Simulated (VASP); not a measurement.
# MgB2 (P6/mmm) in VASP: a series of runs

Runs on MgB2. Level: PBE. Tasks: relaxation of shape and atoms at fixed volume.

All numbers are computed with VASP 6.6.1; they aren't measurements. Logs are shortened: lines on timing, memory, paths and dates and some standing lists are left out, and cuts for length are marked.

## 1. The cell of the first run

It takes space group P6/mmm (No. 191, hexagonal). The conventional cell has a = 3.040 Å, b = 3.040 Å, c = 3.458 Å, α = 90.00°, β = 90.00°, γ = 120.00°. Mg (site symmetry 6/mmm) has 12 B at 2.46 Å and 6 Mg at 3.04 Å within 3.3 Å. Within 2.3 Å of B (site symmetry -6m2) lie 3 B at 1.76 Å.

## 2. Relaxation of shape and atoms at fixed volume, PBE (volume scaled by 0.960)

Contents of INCAR:

```
PREC     = Accurate       # precision mode
ENCUT    = 600            # plane-wave cutoff, eV
EDIFF    = 1E-7           # SCF threshold, eV
ISMEAR   = 0              # smearing method
SIGMA    = 0.05           # smearing width, eV
LREAL    = False          # projectors in reciprocal space
LASPH    = True           # aspherical terms in the spheres
NELM     = 100            # most SCF steps
ALGO     = Normal         # electronic algorithm
ISIF     = 4              # what is computed and relaxed
LWAVE    = False          # write WAVECAR
LCHARG   = False          # write CHGCAR
GGA      = PE             # functional
IBRION   = 2              # ionic algorithm
NSW      = 60             # ionic steps
EDIFFG   = -0.01          # ionic threshold
```

Contents of KPOINTS:

```
regular mesh
0
Gamma
  12 12 10
```

Contents of POSCAR:

```
MgB2
1.0
    3.0401811147      0.0000000000      0.0000000000
   -1.5200905574      2.6328740774      0.0000000000
    0.0000000000      0.0000000000      3.4579684451
Mg B
1 2
Direct
    0.0000000000      0.0000000000      0.0000000000
    0.3333333333      0.6666666667      0.5000000000
    0.6666666667      0.3333333333      0.5000000000
```

Potentials or basis: VASP PAW PBE potentials, release 64 (Mg, B).

On the command line:

```
$ cat potpaw_PBE.64/Mg/POTCAR potpaw_PBE.64/B/POTCAR > POTCAR
$ mpirun -np 1 vasp_std > vasp.out
```

OUTCAR:

```text
PREC = Accurate
   ENCUT = 600
   EDIFF = 1E-7
   ISMEAR = 0
   LREAL = False
   LASPH = True
   NELM = 100
   ISIF = 4
   GGA = PE
   IBRION = 2
   NSW = 60
   EDIFFG = -0.01

 ion  position               nearest neighbor table
   1  0.000  0.000  0.000-   2 2.46   3 2.46   2 2.46   3 2.46   2 2.46   2 2.46   3 2.46   3 2.46
                             3 2.46   3 2.46   2 2.46   2 2.46
   2  0.333  0.667  0.500-   3 1.76   3 1.76   3 1.76   1 2.46   1 2.46   1 2.46   1 2.46   1 2.46
                             1 2.46
   3  0.667  0.333  0.500-   2 1.76   2 1.76   2 1.76   1 2.46   1 2.46   1 2.46   1 2.46   1 2.46
                             1 2.46

  LATTYP: Found a hexagonal cell.
 ALAT       =     3.0401811147
 C/A-ratio  =     1.1374218557

  Lattice vectors:

 A1 = (   3.0401811147,   0.0000000000,   0.0000000000)
 A2 = (  -1.5200905574,   2.6328740774,   0.0000000000)
 A3 = (   0.0000000000,   0.0000000000,   3.4579684451)

Analysis of symmetry for initial positions (statically):
=====================================================================
 Subroutine PRICEL returns:
 Original cell was already a primitive cell.

 Routine SETGRP: Setting up the symmetry group for a
 hexagonal supercell.

 Subroutine GETGRP returns: Found 24 space group operations
 (whereof 24 operations were pure point group operations)
 out of a pool of 24 trial point group operations.

The static configuration has the point symmetry D_6h.

Analysis of symmetry for dynamics (positions and initial velocities):
=====================================================================
 Subroutine PRICEL returns:
 Original cell was already a primitive cell.

 Routine SETGRP: Setting up the symmetry group for a
 hexagonal supercell.

 Subroutine GETGRP returns: Found 24 space group operations
 (whereof 24 operations were pure point group operations)
 out of a pool of 24 trial point group operations.

The dynamic configuration has the point symmetry D_6h.

 Subroutine INISYM returns: Found 24 space group operations
 (whereof 24 operations are pure point group operations),
 and found     1 'primitive' translations

----------------------------------------------------------------------------------------

                                     Primitive cell

  volume of cell :      27.6790

  direct lattice vectors                    reciprocal lattice vectors
     3.040181115  0.000000000  0.000000000     0.328927772  0.189906538  0.000000000
    -1.520090557  2.632874077  0.000000000     0.000000000  0.379813075  0.000000000
     0.000000000  0.000000000  3.457968445     0.000000000  0.000000000  0.289187139

  length of vectors
     3.040181115  3.040181115  3.457968445     0.379813075  0.379813075  0.289187139

  position of ions in fractional coordinates (direct lattice)
     0.000000000  0.000000000  0.000000000
     0.333333333  0.666666667  0.500000000
     0.666666667  0.333333333  0.500000000

  ion indices of the primitive-cell ions
   primitive index   ion index
                 1           1
                 2           2
                 3           3

----------------------------------------------------------------------------------------

 KPOINTS: regular mesh

Automatic generation of k-mesh.
 Grid dimensions read from file:
 generate k-points for:   12   12   10

 Generating k-lattice:

  Cartesian coordinates                     Fractional coordinates (reciprocal lattice)
     0.027410648  0.015825545  0.000000000     0.083333333  0.000000000  0.000000000
     0.000000000  0.031651090  0.000000000     0.000000000  0.083333333  0.000000000
     0.000000000  0.000000000  0.028918714     0.000000000  0.000000000  0.100000000

  Length of vectors
     0.031651090  0.031651090  0.028918714

  Shift w.r.t. Gamma in fractional coordinates (k-lattice)
     0.000000000  0.000000000  0.000000000
[... 64 lines left out ...]
   EMIN   =  10.00;   EMAX   =-10.00  energy-range for DOS
   EFERMI =   0.00;   METHOD = LEGACY
   ISMEAR =     0;   SIGMA  =   0.05  broadening in eV -4-tet -1-fermi 0-gaus
   EFERMI_NEDOS =   21; number of points for ismear=-14 and -15
   IALGO  =     38    algorithm
   IMIX   =      4    mixing-type and parameters
     AMIX     =   0.40;   BMIX     =  1.00
     AMIX_MAG =   1.60;   BMIX_MAG =  1.00
  volume/ion in A,a.u.               =       9.23        62.26
  Fermi-wavevector in a.u.,A,eV,Ry     =   1.082400  2.045440 15.940460  1.171591
  Thomas-Fermi vector in A             =   2.218441
   LORBIT       =      0    0 simple, 1 ext, 2 COOP (PROOUT), +10 PAW based schemes
   GGA     = PE    functional components
   LHFCALC =     F    Hartree Fock is set to
   AEXX    =    0.0000 exact exchange contribution
   IVDW    =     0    specifies the selected vdW correction
   LEPSILON=     F    determine dielectric tensor
   LRPA    =     F    only Hartree local field effects (RPA)
 conjugate gradient relaxation of ions
 non-spin polarized calculation
 Gauss-broadening in eV      SIGMA  =   0.05
  energy-cutoff  :      600.00
  volume of cell :       27.68
 maximum number of plane-waves:       944
   NGX = 13   NGY = 13   NGZ = 13

--------------------------------------- Ionic step        1  -------------------------------------------

 number of electron       8.0000000 magnetization

 Free energy of the ion-electron system (eV)
  ---------------------------------------------------
  ext. energy  EPLUGINS =         0.00000000
  ---------------------------------------------------
  free energy    TOTEN  =       -15.30241119 eV

  energy without entropy =      -15.30202929  energy(sigma->0) =      -15.30222024

------------------------ aborting loop because EDIFF is reached ----------------------------------------

  FORCE on cell =-STRESS in cart. coord.  units (eV):
  Direction    XX          YY          ZZ          XY          YZ          ZX
  --------------------------------------------------------------------------------------
  -------------------------------------------------------------------------------------
  Total        1.1818435      1.1818435      0.8862193     -0.0000000      0.0000000      0.0000000
  in kB       68.4100590     68.4100590     51.2980912     -0.0000000      0.0000000      0.0000000
  external PRESSURE =      62.7060697 kB  Pullay stress =       0.0000000 kB

 VOLUME and BASIS-vectors are now :
 -----------------------------------------------------------------------------
  energy-cutoff  :      600.00
  volume of cell :       27.68
      direct lattice vectors                 reciprocal lattice vectors
     3.040181115  0.000000000  0.000000000     0.328927772  0.189906538  0.000000000
    -1.520090557  2.632874077  0.000000000     0.000000000  0.379813075  0.000000000
     0.000000000  0.000000000  3.457968445     0.000000000  0.000000000  0.289187139

 POSITION                                       TOTAL-FORCE (eV/Angst)
 -----------------------------------------------------------------------------------
      0.00000      0.00000      0.00000         0.000000      0.000000      0.000000
     -0.00000      1.75525      1.72898         0.000000      0.000000      0.000000
      1.52009      0.87762      1.72898        -0.000000     -0.000000      0.000000
 -----------------------------------------------------------------------------------
    total drift:                                0.000000     -0.000000      0.000000

  FREE ENERGIE OF THE ION-ELECTRON SYSTEM (eV)
  ---------------------------------------------------
  free  energy   TOTEN  =       -15.3024111899 eV

  energy  without entropy=      -15.3020292864  energy(sigma->0) =      -15.30222024

--------------------------------------- Ionic step        2  -------------------------------------------

 number of electron       8.0000000 magnetization

 Free energy of the ion-electron system (eV)
  ---------------------------------------------------
  ext. energy  EPLUGINS =         0.00000000
  ---------------------------------------------------
  free energy    TOTEN  =       -15.30281999 eV

  energy without entropy =      -15.30241391  energy(sigma->0) =      -15.30261695

 E-fermi :   5.5175     XC(G=0): -11.1053

 val. band max:        5.4722055882   @ k =   0.4167   0.0000   0.4000
 cond. band min:       5.6062410714   @ k =   0.0833  -0.0000   0.3000
 fundamental gap:      0.1340354833
 Fermi energy:         5.5175011111

 k-point     1 :       0.0000    0.0000    0.0000
  band No.  band energies     occupation
      1      -7.1060      2.00000
      2       2.6589      2.00000
      3       5.9324      0.00000
      4       5.9324      0.00000
      5       7.5262      0.00000
      6      12.0066      0.00000
      7      12.0066      0.00000
      8      14.0479      0.00000
[... 243 lines left out ...]
 k-point    24 :       0.3333   -0.0000    0.1000
  band No.  band energies     occupation
      1      -5.0796      2.00000
      2       0.4304      2.00000
      3       3.8104      2.00000
      4       3.8590      2.00000
      5       9.4688      0.00000
      6      10.4746      0.00000
      7      11.3051      0.00000
      8      15.3330      0.00000

 [... further k-points ...]

------------------------ aborting loop because EDIFF is reached ----------------------------------------

  FORCE on cell =-STRESS in cart. coord.  units (eV):
  Direction    XX          YY          ZZ          XY          YZ          ZX
  --------------------------------------------------------------------------------------
  -------------------------------------------------------------------------------------
  Total        1.0320784      1.0320784      1.0675971     -0.0000000      0.0000000     -0.0000000
  in kB       59.7410277     59.7410277     61.7970021     -0.0000000      0.0000000     -0.0000000
  external PRESSURE =      60.4263525 kB  Pullay stress =       0.0000000 kB

 VOLUME and BASIS-vectors are now :
 -----------------------------------------------------------------------------
  energy-cutoff  :      600.00
  volume of cell :       27.68
      direct lattice vectors                 reciprocal lattice vectors
     3.045006340 -0.000000000  0.000000000     0.328406541  0.189605605 -0.000000000
    -1.522503170  2.637052845 -0.000000000     0.000000000  0.379211210 -0.000000000
     0.000000000  0.000000000  3.447017890     0.000000000  0.000000000  0.290105834

 POSITION                                       TOTAL-FORCE (eV/Angst)
 -----------------------------------------------------------------------------------
      0.00000     -0.00000      0.00000        -0.000000      0.000000      0.000000
     -0.00000      1.75804      1.72351         0.000000      0.000000      0.000000
      1.52250      0.87902      1.72351        -0.000000     -0.000000      0.000000
 -----------------------------------------------------------------------------------
    total drift:                                0.000000     -0.000000      0.000000

  FREE ENERGIE OF THE ION-ELECTRON SYSTEM (eV)
  ---------------------------------------------------
  free  energy   TOTEN  =       -15.3028199890 eV

  energy  without entropy=      -15.3024139137  energy(sigma->0) =      -15.30261695

 reached required accuracy - stopping structural energy minimisation
```

Wall time 55 s (1 thread of Intel Xeon 8259CL, shared host); peak memory 0.17 GiB.

Results:

- Free energy: -15.3028 eV
- Energy gained by relaxing: 0.1 meV/atom
- Ionic steps: 2
- Pressure after relaxing: 6.0 GPa
- Band gap on the k mesh: zero (band 4 reaches 7.48 eV, above the bottom of band 5 at 3.50 eV)

Step by step:
| step | energy change (eV) | largest force (eV/Å) | pressure (GPa) | volume (Å³) |
| --- | --- | --- | --- | --- |
| 1 | 0.0000 | 0.0000 | 6.27 | 27.68 |
| 2 | -0.0004 | 0.0000 | 6.04 | 27.68 |

Final structure:
```cif
data_structure
_symmetry_space_group_name_H-M 'P 1'
_symmetry_Int_Tables_number 1
_cell_length_a 3.0450
_cell_length_b 3.0450
_cell_length_c 3.4470
_cell_angle_alpha 90.000
_cell_angle_beta 90.000
_cell_angle_gamma 120.000
_cell_volume 27.68
loop_
_atom_site_label
_atom_site_type_symbol
_atom_site_fract_x
_atom_site_fract_y
_atom_site_fract_z
_atom_site_occupancy
Mg1 Mg 0.00000 0.00000 0.00000 1
B1 B 0.33333 0.66667 0.50000 1
B2 B 0.66667 0.33333 0.50000 1
```

Caveat: the cell differs from its parent crystal (volume scaled by 0.960).

## 3. Relaxation of shape and atoms at fixed volume, PBE (volume scaled by 0.980)

Contents of INCAR:

```
PREC = Accurate
ENCUT = 600
EDIFF = 1E-7
ISMEAR = 0
SIGMA = 0.05
LREAL = False
LASPH = True
NELM = 80
ALGO = Normal
ISIF = 4
LWAVE = False
LCHARG = False
GGA = PE
IBRION = 2
NSW = 60
EDIFFG = -0.01
```

Contents of KPOINTS:

```
Automatic mesh
0
Gamma
  12 12 10
```

Contents of POSCAR:

```
MgB2
1.0
    3.0575425059      0.0000000000      0.0000000000
   -1.5287712530      2.6479094833      0.0000000000
    0.0000000000      0.0000000000      3.4900349469
Mg B
1 2
Direct
    0.0000000000      0.0000000000      0.0000000000
    0.3333333333      0.6666666667      0.5000000000
    0.6666666667      0.3333333333      0.5000000000
```

Potentials or basis: VASP PAW PBE potentials, release 64 (Mg, B).

On the command line:

```
$ cat potpaw_PBE.64/Mg/POTCAR potpaw_PBE.64/B/POTCAR > POTCAR
$ mpirun -np 1 vasp_std > vasp.out
```

Run time: 48 s. Hardware: 1 thread of Intel Xeon 8259CL, shared host; peak memory 0.17 GiB.

The run converged. Its results:

| Quantity | Value |
| --- | --- |
| Free energy | -15.3188 eV |
| Energy gained by relaxing | 0.1 meV/atom |
| Ionic steps | 2 |
| Pressure after relaxing | 2.7 GPa |
| Band gap on the k mesh | zero (band 4 reaches 7.29 eV, above the bottom of band 5 at 3.39 eV) |

Stress tensor (GPa, compression positive):
```
2.66 0.00 0.00
0.00 2.66 0.00
0.00 0.00 2.82
```

The path:
| step | energy change (eV) | largest force (eV/Å) | pressure (GPa) | volume (Å³) |
| --- | --- | --- | --- | --- |
| 1 | 0.0000 | 0.0000 | 2.92 | 28.26 |
| 2 | -0.0004 | 0.0000 | 2.71 | 28.26 |

Final structure:
```xyz
3
Lattice="3.0621 0.0000 0.0000 -1.5311 2.6519 0.0000 0.0000 0.0000 3.4796" Properties=species:S:1:pos:R:3 pbc="T T T"
Mg    0.0000    0.0000    0.0000
B     0.0000    1.7679    1.7398
B     1.5311    0.8840    1.7398
```

Levels at points of the mesh, in eV from the Fermi level:
```csv
k point,band 1,band 2,band 3,band 4,band 5,band 6,band 7,band 8
"(0.00, 0.00, 0.00)",-12.51,-2.87,0.41,0.41,1.88,6.43,6.43,8.36
"(0.50, 0.00, 0.00)",-8.57,-7.88,-2.16,0.30,3.24,3.97,5.60,7.47
"(0.00, 0.00, 0.50)",-11.19,-7.46,0.81,0.81,6.75,6.75,8.12,10.24
"(0.50, 0.00, 0.50)",-7.55,-6.94,-3.56,-1.86,-1.24,5.90,9.06,9.13
```

Caveat: the cell differs from its parent crystal (volume scaled by 0.980).

[end of part 1 of 2]
